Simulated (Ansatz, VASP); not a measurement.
# CoO: VASP beside Ansatz

```
Co O
1.0
     3.16739    0.00000    0.00000
    -1.58369    2.74304    0.00000
     0.00000    0.00000    5.28850
Co O
2 2
Direct
  0.00000 0.00000 0.00714
  0.33333 0.66667 0.50714
  0.00000 0.00000 0.36786
  0.33333 0.66667 0.86786
```

Alike in both runs: functional PBE; k mesh 12 × 12 × 8; occupations gaussian, width 0.01 eV; collinear spin.

Ansatz relaxed the structure, and its values are those at the end. VASP's run is a single point on that final structure, the one shown.

```csv
,VASP,Ansatz
version,VASP 6.6.1,Ansatz 0.2.0
potentials or method,"VASP PAW PBE potentials, release 64 (Co, O), cutoff 520 eV","scalar-relativistic, plane waves, PAW"
valence electrons in the cell,30,46
```

Ansatz gave:

```
gap on the k mesh at the Fermi level (eV)                     : 0.15
least direct gap on the mesh (eV)                             : 0.22
pressure (GPa)                                                : 0.0
net moment per atom (μB)                                      : 0.00
size of the moment on the site where the two differ most (μB) : 2.11
```

Question: What did VASP give for the same quantities?

Answer: gap on the k mesh at the Fermi level (eV): 0.14; least direct gap on the mesh (eV): 0.23; pressure (GPa): -0.1; net moment per atom (μB): 0.00; size of the moment on the site where the two differ most (μB): 2.28.

Site moments also hang on the region over which each program counts them. VASP's potentials hold 30 valence electrons a cell and Ansatz's 46, so a difference there can come from the potentials and not from the codes.
